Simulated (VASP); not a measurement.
# Ir (Fm-3m) in VASP: electric field gradients with PBEsol

Aim: the electric field gradients of Ir with PBEsol.

Program: VASP 6.6.1. These are calculated values, not measurements. Logs are shortened: lines on timing, memory, paths and dates and some standing lists are left out, and cuts for length are marked.

## 1. The cell of the first run

The structure is cubic, space group Fm-3m (No. 225). The conventional cell has a = 3.814 Å, b = 3.814 Å, c = 3.814 Å, α = 90.00°, β = 90.00°, γ = 90.00°. Ir (site symmetry m-3m) has 12 Ir at 2.70 Å within 3.6 Å.

## 2. Electric field gradients, PBEsol (13.87 Å³/atom)

Contents of INCAR:

```
ALGO = Normal
EDIFF = 1E-8
ENCUT = 420
GGA = PS
GGA_COMPAT = False
ISIF = 2
ISMEAR = -1
LASPH = True
LCHARG = False
LEFG = True
LREAL = False
LWAVE = False
NBANDS = 14
NELM = 120
PREC = Accurate
SIGMA = 0.05
```

Contents of KPOINTS:

```
k-points
0
Gamma
  15 15 15
```

Contents of POSCAR:

```
Ir
1.0
    0.0000000000      1.9068157192      1.9068157192
    1.9068157192      0.0000000000      1.9068157192
    1.9068157192      1.9068157192      0.0000000000
Ir
1
Direct
    0.0000000000      0.0000000000      0.0000000000
```

Potentials or basis: VASP PAW PBE potentials, release 64 (Ir_sv_GW).

The run is started by

```sh
> cat potpaw_PBE.64/Ir_sv_GW/POTCAR > POTCAR
> mpirun -np 1 vasp_std > vasp.out
```

OUTCAR:

```text
EDIFF = 1E-8
   ENCUT = 420
   GGA = PS
   ISIF = 2
   ISMEAR = -1
   LASPH = True
   LREAL = False
   NELM = 120
   PREC = Accurate

 ion  position               nearest neighbor table
   1  0.000  0.000  0.000-

  LATTYP: Found a face centered cubic cell.
 ALAT       =     3.8136314384

  Lattice vectors:

 A1 = (   0.0000000000,   1.9068157192,   1.9068157192)
 A2 = (   1.9068157192,   0.0000000000,   1.9068157192)
 A3 = (   1.9068157192,   1.9068157192,   0.0000000000)

Analysis of symmetry for initial positions (statically):
=====================================================================
 Subroutine PRICEL returns:
 Original cell was already a primitive cell.

 Routine SETGRP: Setting up the symmetry group for a
 face centered cubic supercell.

 Subroutine GETGRP returns: Found 48 space group operations
 (whereof 48 operations were pure point group operations)
 out of a pool of 48 trial point group operations.

The static configuration has the point symmetry O_h .

Analysis of symmetry for dynamics (positions and initial velocities):
=====================================================================
 Subroutine PRICEL returns:
 Original cell was already a primitive cell.

 Routine SETGRP: Setting up the symmetry group for a
 face centered cubic supercell.

 Subroutine GETGRP returns: Found 48 space group operations
 (whereof 48 operations were pure point group operations)
 out of a pool of 48 trial point group operations.

The dynamic configuration has the point symmetry O_h .

 Subroutine INISYM returns: Found 48 space group operations
 (whereof 48 operations are pure point group operations),
 and found     1 'primitive' translations

----------------------------------------------------------------------------------------

                                     Primitive cell

  volume of cell :      13.8662

  direct lattice vectors                    reciprocal lattice vectors
     0.000000000  1.906815719  1.906815719    -0.262217264  0.262217264  0.262217264
     1.906815719  0.000000000  1.906815719     0.262217264 -0.262217264  0.262217264
     1.906815719  1.906815719  0.000000000     0.262217264  0.262217264 -0.262217264

  length of vectors
     2.696644651  2.696644651  2.696644651     0.454173623  0.454173623  0.454173623

  position of ions in fractional coordinates (direct lattice)
     0.000000000  0.000000000  0.000000000

  ion indices of the primitive-cell ions
   primitive index   ion index
                 1           1

----------------------------------------------------------------------------------------

 KPOINTS: k-points

Automatic generation of k-mesh.
 Grid dimensions read from file:
 generate k-points for:   15   15   15

 Generating k-lattice:

  Cartesian coordinates                     Fractional coordinates (reciprocal lattice)
    -0.017481151  0.017481151  0.017481151     0.066666667  0.000000000  0.000000000
     0.017481151 -0.017481151  0.017481151     0.000000000  0.066666667  0.000000000
     0.017481151  0.017481151 -0.017481151     0.000000000  0.000000000  0.066666667

  Length of vectors
     0.030278242  0.030278242  0.030278242

  Shift w.r.t. Gamma in fractional coordinates (k-lattice)
     0.000000000  0.000000000  0.000000000

 Subroutine IBZKPT returns following result:
 ===========================================

 Found    120 irreducible k-points:

 Following reciprocal coordinates:
            Coordinates               Weight
  0.000000  0.000000  0.000000      1.000000
  0.066667  0.000000  0.000000      8.000000
  0.133333  0.000000  0.000000      8.000000
  0.200000  0.000000  0.000000      8.000000
  0.266667  0.000000  0.000000      8.000000
  0.333333  0.000000  0.000000      8.000000
[... 16 lines left out ...]
  0.133333  0.133333  0.000000      6.000000
  0.200000  0.133333  0.000000     24.000000
 [... further k-points ...]
   k-points           NKPTS =    120   k-points in BZ     NKDIM =    120   number of bands    NBANDS=     14
   number of dos      NEDOS =    301   number of ions     NIONS =      1
   total plane-waves  NPLWV =   5832
   dimension x,y,z NGX =    18 NGY =   18 NGZ =   18
   dimension x,y,z NGXF=    36 NGYF=   36 NGZF=   36
   ions per type =               1
   NGX,Y,Z   is equivalent  to a cutoff of  11.10, 11.10, 11.10 a.u.
   NGXF,Y,Z  is equivalent  to a cutoff of  22.19, 22.19, 22.19 a.u.
 SYSTEM =  unknown system
   PREC   = accura    normal or accurate (medium, high low for compatibility)
   ISTART =      0    job   : 0-new  1-cont  2-samecut
   ICHARG =      2    charge: 1-file 2-atom 10-const
   ISPIN  =      1    spin polarized calculation?
   LNONCOLLINEAR =      F non collinear calculations
   LSORBIT =      F    spin-orbit coupling
   LASPH  =      T    aspherical Exc in radial PAW
   ENCUT  =  420.0 eV  30.87 Ry    5.56 a.u.   4.51  4.51  4.51*2*pi/ulx,y,z
   NELM   =    120;   NELMIN=  2; NELMDL= -5     # of ELM steps
   EDIFF  = 0.1E-07   stopping-criterion for ELM
   LREAL  =      F    real-space projection
   EDIFFG = 0.1E-06   stopping-criterion for IOM
   NSW    =      0    number of steps for IOM
   IBRION =     -1    ionic relax: 0-MD 1-quasi-New 2-CG
   NFREE  =      0    steps in history (QN), initial steepest desc. (CG)
   ISIF   =      2    stress and relaxation
   ISYM   =      2    0-nonsym 1-usesym 2-fastsym
   POTIM  = 0.5000    time-step for ionic-motion
   TEBEG  =    0.0;   TEEND  =   0.0 temperature during run
   PSTRESS=    0.0 pullay stress
   NELECT =      17.0000    total number of electrons
   NUPDOWN=      -1.0000    fix difference up-down
   EMIN   =  10.00;   EMAX   =-10.00  energy-range for DOS
   EFERMI =   0.00;   METHOD = LEGACY
   ISMEAR =    -1;   SIGMA  =   0.05  broadening in eV -4-tet -1-fermi 0-gaus
   EFERMI_NEDOS =   21; number of points for ismear=-14 and -15
   IALGO  =     38    algorithm
   IMIX   =      4    mixing-type and parameters
     AMIX     =   0.40;   BMIX     =  1.00
     AMIX_MAG =   1.60;   BMIX_MAG =  1.00
  volume/ion in A,a.u.               =      13.87        93.57
  Fermi-wavevector in a.u.,A,eV,Ry     =   1.752155  3.311092 41.770507  3.070046
  Thomas-Fermi vector in A             =   2.822540
   LORBIT       =      0    0 simple, 1 ext, 2 COOP (PROOUT), +10 PAW based schemes
   GGA     = PS    functional components
   LHFCALC =     F    Hartree Fock is set to
   AEXX    =    0.0000 exact exchange contribution
   IVDW    =     0    specifies the selected vdW correction
   LEPSILON=     F    determine dielectric tensor
   LRPA    =     F    only Hartree local field effects (RPA)
 non-spin polarized calculation
  energy-cutoff  :      420.00
  volume of cell :       13.87
 maximum number of plane-waves:       283
 NGX is ok and might be reduce to    18
   NGX =  9   NGY =  9   NGZ =  9

 number of electron      16.9999999 magnetization

 Free energy of the ion-electron system (eV)
  ---------------------------------------------------
  ext. energy  EPLUGINS =         0.00000000
  ---------------------------------------------------
  free energy    TOTEN  =       -10.39611510 eV

  energy without entropy =      -10.38833751  energy(sigma->0) =      -10.39222630

 E-fermi :  13.1939     XC(G=0): -14.8365

 val. band max:       13.1727669497   @ k =  -0.4000   0.4667   0.0667
 cond. band min:      13.1940563272   @ k =  -0.3333   0.2667   0.0667
 fundamental gap:      0.0212893775
 Fermi energy:        13.1938897275

 k-point     1 :       0.0000    0.0000    0.0000
  band No.  band energies     occupation
      1     -79.8772      2.00000
      2     -36.3112      2.00000
      3     -36.3112      2.00000
      4     -36.3112      2.00000
      5       1.7608      2.00000
      6       9.1170      2.00000
      7       9.1170      2.00000
      8       9.1170      2.00000
      9      11.9158      2.00000
     10      11.9158      2.00000
     11      26.6608      0.00000
     12      32.2791      0.00000
     13      32.2791      0.00000
     14      32.2791      0.00000

 k-point     2 :       0.0667    0.0000    0.0000
  band No.  band energies     occupation
      1     -79.8741      2.00000
      2     -36.3489      2.00000
      3     -36.3162      2.00000
      4     -36.3162      2.00000
      5       1.9639      2.00000
      6       9.0068      2.00000
      7       9.2046      2.00000
      8       9.2046      2.00000
      9      11.8580      2.00000
     10      11.8580      2.00000
     11      27.0171      0.00000
     12      31.3897      0.00000
     13      32.6231      0.00000
     14      32.6231      0.00000

 k-point     3 :       0.1333    0.0000    0.0000
  band No.  band energies     occupation
      1     -79.8653      2.00000
      2     -36.4561      2.00000
      3     -36.3305      2.00000
      4     -36.3305      2.00000
      5       2.5403      2.00000
      6       8.7451      2.00000
      7       9.4169      2.00000
      8       9.4169      2.00000
      9      11.7533      2.00000
     10      11.7533      2.00000
     11      27.9445      0.00000
     12      29.7404      0.00000
     13      33.6159      0.00000
     14      33.6159      0.00000

 k-point     4 :       0.2000    0.0000    0.0000
  band No.  band energies     occupation
      1     -79.8522      2.00000
      2     -36.6117      2.00000
      3     -36.3520      2.00000
      4     -36.3520      2.00000
      5       3.3716      2.00000
      6       8.5297      2.00000
      7       9.5869      2.00000
      8       9.5869      2.00000
      9      11.8095      2.00000
     10      11.8095      2.00000
     11      27.8308      0.00000
     12      29.2561      0.00000
     13      35.1483      0.00000
     14      35.1483      0.00000

 k-point     5 :       0.2667    0.0000    0.0000
  band No.  band energies     occupation
      1     -79.8373      2.00000
      2     -36.7868      2.00000
      3     -36.3769      2.00000
      4     -36.3769      2.00000
      5       4.1949      2.00000
      6       8.6795      2.00000
      7       9.5410      2.00000
      8       9.5410      2.00000
      9      12.2245      2.00000
     10      12.2245      2.00000
     11      26.1974      0.00000
[... 276 lines left out ...]
 k-point    22 :      -0.0667    0.0667    0.0000
  band No.  band energies     occupation
      1     -79.8691      2.00000
      2     -36.4018      2.00000
      3     -36.3390      2.00000
      4     -36.3179      2.00000
      5       2.2932      2.00000
      6       8.8100      2.00000
      7       9.3267      2.00000
      8       9.3845      2.00000
      9      11.6116      2.00000
     10      11.9485      2.00000
     11      27.5786      0.00000
     12      30.6004      0.00000
     13      32.5650      0.00000
     14      33.4694      0.00000

 k-point    23 :       0.1333    0.1333    0.0000
  band No.  band energies     occupation
      1     -79.8613      2.00000
      2     -36.4516      2.00000
      3     -36.3636      2.00000
      4     -36.3636      2.00000
      5       2.8073      2.00000
      6       8.3513      2.00000
      7       9.7234      2.00000
      8       9.7234      2.00000
      9      11.0324      2.00000
     10      12.2286      2.00000
     11      28.4852      0.00000
     12      30.8883      0.00000
     13      32.6964      0.00000
     14      32.6964      0.00000

 k-point    24 :       0.2000    0.1333    0.0000
  band No.  band energies     occupation
      1     -79.8516      2.00000
      2     -36.5533      2.00000
      3     -36.3903      2.00000
      4     -36.3831      2.00000
      5       3.4513      2.00000
      6       8.0216      2.00000
      7       9.9193      2.00000
      8      10.0214      2.00000
      9      10.8443      2.00000
     10      12.3965      2.00000
     11      29.5016      0.00000
     12      29.8602      0.00000
     13      32.9576      0.00000
     14      33.4748      0.00000

 [... further k-points ...]
[... 5 lines left out ...]
  --------------------------------------------------------------------------------------
  -------------------------------------------------------------------------------------
  Total        0.2460124      0.2460124      0.2460124     -0.0000000     -0.0000000      0.0000000
  in kB       28.4257166     28.4257166     28.4257166     -0.0000000     -0.0000000      0.0000000
  external PRESSURE =      28.4257166 kB  Pullay stress =       0.0000000 kB

 VOLUME and BASIS-vectors are now :
 -----------------------------------------------------------------------------
  energy-cutoff  :      420.00
  volume of cell :       13.87
      direct lattice vectors                 reciprocal lattice vectors
     0.000000000  1.906815719  1.906815719    -0.262217264  0.262217264  0.262217264
     1.906815719  0.000000000  1.906815719     0.262217264 -0.262217264  0.262217264
     1.906815719  1.906815719  0.000000000     0.262217264  0.262217264 -0.262217264

 POSITION                                       TOTAL-FORCE (eV/Angst)
 -----------------------------------------------------------------------------------
      0.00000      0.00000      0.00000         0.000000      0.000000     -0.000000
 -----------------------------------------------------------------------------------
    total drift:                                0.000000     -0.000000      0.000000

  FREE ENERGIE OF THE ION-ELECTRON SYSTEM (eV)
  ---------------------------------------------------
  free  energy   TOTEN  =       -10.3961150984 eV

  energy  without entropy=      -10.3883375114  energy(sigma->0) =      -10.39222630

 Electric field gradients (V/A^2)
---------------------------------------------------------------------
 ion       V_xx      V_yy      V_zz      V_xy      V_xz      V_yz
---------------------------------------------------------------------
   1      -0.000     0.000    -0.000    -0.000    -0.000    -0.000
---------------------------------------------------------------------

 Electric field gradients after diagonalization (V/A^2)
 (convention: |V_zz| > |V_xx| > |V_yy|)
----------------------------------------------------------------------
 ion       V_xx      V_yy      V_zz     asymmetry (V_yy - V_xx)/ V_zz
----------------------------------------------------------------------
   1       0.000     0.000    -0.000       0.000
----------------------------------------------------------------------

           NMR quadrupolar parameters

 Cq : quadrupolar parameter    Cq=e*Q*V_zz/h
 eta: asymmetry parameters     (V_yy - V_xx)/ V_zz
 Q  : nuclear electric quadrupole moment in mb (millibarn)
----------------------------------------------------------------------
 ion       Cq(MHz)       eta       Q (mb)
----------------------------------------------------------------------
   1      -0.000       0.000       1.000
----------------------------------------------------------------------
```

Run time: 26 s. Hardware: 1 thread of AMD EPYC 7R43 (Zen 3), shared host; peak memory 0.1 GiB.

What came out:

* Free energy: -10.3961 eV
* Pressure: 2.8 GPa
* Band gap on the k mesh: zero (an odd number of electrons rules out a gap without spin polarisation)
* Largest electric field gradient by atom: under 0.05 V/Å² on every atom

Levels at points of the mesh, in eV from the Fermi level:
```csv
k point,band 5,band 6,band 7,band 8,band 9,band 10,band 11,band 12
"(0.00, 0.00, 0.00)",-11.43,-4.08,-4.08,-4.08,-1.28,-1.28,13.47,19.09
```

Caveat: the PAW data sets were made with another functional, which shifts forces and pressure a little; spin-orbit coupling is left out, which moves the levels of the heavy elements.

The gap in the log of VASP goes by the Fermi energy; the results here count the filled bands.